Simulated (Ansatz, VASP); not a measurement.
# Ge4Pd in VASP and in Ansatz

```
CELL_PARAMETERS angstrom
3.89258 0.00000 0.00000
-1.94629 3.37107 0.00000
0.00000 0.00000 7.79703
ATOMIC_POSITIONS crystal
Ge 0.33333 0.66667 0.50000
Ge 0.66667 0.33333 0.50000
Ge 0.33333 0.66667 0.00000
Ge 0.66667 0.33333 0.00000
Pd 0.00000 0.00000 0.50000
```

Alike in both runs: task relaxation of cell and atoms; functional PBE; k mesh 6 × 6 × 2; occupations gaussian, width 0.1 eV; no spin polarisation.

```csv
,VASP,Ansatz
version,VASP 6.6.1,Ansatz 0.2.0
potentials or method,"VASP PAW PBE potentials, release 64 (Ge_d, Pd), cutoff 600 eV","scalar-relativistic, plane waves, PAW"
valence electrons in the cell,66,74
```

```csv
,VASP,Ansatz,Ansatz less VASP
"gap on the k mesh at the Fermi level, each at its own relaxed structure (eV)",none,none,-
relaxed volume (Å³/atom),19.88,19.82,-0.058
relaxed cell length with the largest relative difference (Å),5.151,5.144,-0.0075
```

A gap of «none» marks a metal or a gap that the smearing closes. VASP's potentials hold 66 valence electrons a cell and Ansatz's 74, so a difference there can come from the potentials and not from the codes.

The k mesh is coarse, so the values compare programs but aren't converged.
